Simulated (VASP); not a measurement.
## Ru2Rh: single point with PBE

Ru2Rh:

```
Ru Rh
1.0
     0.00000    3.54392    3.54392
     3.54392    0.00000    3.54392
     3.54392    3.54392    0.00000
Ru Rh
4 2
Direct
  0.62500 0.12500 0.62500
  0.62500 0.62500 0.12500
  0.12500 0.62500 0.62500
  0.62500 0.62500 0.62500
  0.25000 0.25000 0.25000
  0.00000 0.00000 0.00000
```

The cell was generated, and may not be a known phase.

- Program: VASP 6.6.1
- Task: single point
- Functional: PBE
- Potentials or basis: VASP PAW PBE potentials, release 64 (Ru_pv, Rh_pv)
- Cutoff: 520 eV
- k mesh: 10 × 10 × 10
- Occupations: gaussian, width 0.1 eV
- Spin: collinear spin, ferromagnetic start
- Starting moments: [0.29, 0.29, 0.29, 0.29, 0.0, 0.0] μB
- Dipole correction: no
- Further INCAR settings: ALGO = Normal; EDIFF = 1e-06; NBANDS = 56

The pressure is 0.0 GPa and the band gap on the k mesh is zero (filled and empty bands overlap). The net moment is 0.00 μB per cell. The valence electrons inside the program's atomic spheres are Ru 12.70; Rh 13.54.

Levels at points of the mesh, in eV from the Fermi level:
Spin up:
| k point | band 41 | band 42 | band 43 | band 44 | band 45 | band 46 |
| --- | --- | --- | --- | --- | --- | --- |
| (0.00, 0.00, 0.00) | -0.15 | 0.52 | 0.52 | 0.52 | 0.97 | 0.97 |
| (0.50, 0.00, 0.00) | -0.93 | -0.40 | -0.28 | 0.10 | 0.10 | 0.36 |
| (0.50, 0.50, 0.00) | -0.72 | -0.72 | -0.26 | -0.26 | 0.02 | 0.02 |
Spin down:
```tsv
k point	band 40	band 41	band 42	band 43	band 44	band 45	band 46	band 47
(0.00, 0.00, 0.00)	-0.15	-0.15	0.52	0.52	0.52	0.97	0.97	2.74
(0.50, 0.00, 0.00)	-0.93	-0.93	-0.40	-0.28	0.10	0.10	0.36	0.36
(0.50, 0.50, 0.00)	-0.83	-0.72	-0.72	-0.26	-0.26	0.02	0.02	0.22
```

Run time: 8.8 min on 1 thread of Intel(R) Xeon(R) Platinum 8488C (Sapphire Rapids), on a shared host, peak memory 0.5 GiB.
